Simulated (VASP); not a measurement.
A run of VASP 6.6.1 is set up as follows.

The input INCAR:

```
SYSTEM = Co
PREC = Accurate
ENCUT = 520
EDIFF = 1E-6
ISMEAR = -1
SIGMA = 0.1
LREAL = .False.
LASPH = .True.
NELM = 150
ALGO = Normal
ISIF = 2
LWAVE = .False.
LCHARG = .True.
ISPIN = 2
MAGMOM = 3.2 3.2
LORBIT = 11
LMAXMIX = 4
LELF = .True.
LVHAR = .True.
NBANDS = 20
```

Contents of KPOINTS:

```
Automatic mesh
0
Gamma
  11 11 6
  0 0 0
```

File POSCAR:

```
Co
1.0
    2.5038380960      0.0000000000      0.0000000000
   -1.2519185447      2.1683871177      0.0000000000
    0.0000000000      0.0000000000      4.0901999895
Co
2
Direct
    0.6666666667      0.3333333333      0.2598610000
    0.3333333333      0.6666666667      0.7401390000
```

Potentials or basis: VASP PAW LDA potentials, release 64 (Co).

Launch:

```bash
$ cat potpaw_LDA.64/Co/POTCAR > POTCAR
$ mpirun -np 1 vasp_std > vasp.out
```

Question: Predict the pressure.

Answer: -22.0 GPa.

Question: Estimate the site moments.

Answer: Co +1.55 μB.

Forces in eV/Å, atoms in the order of the input:
```
Co   0.000  0.000 -0.370
Co   0.000  0.000  0.370
```
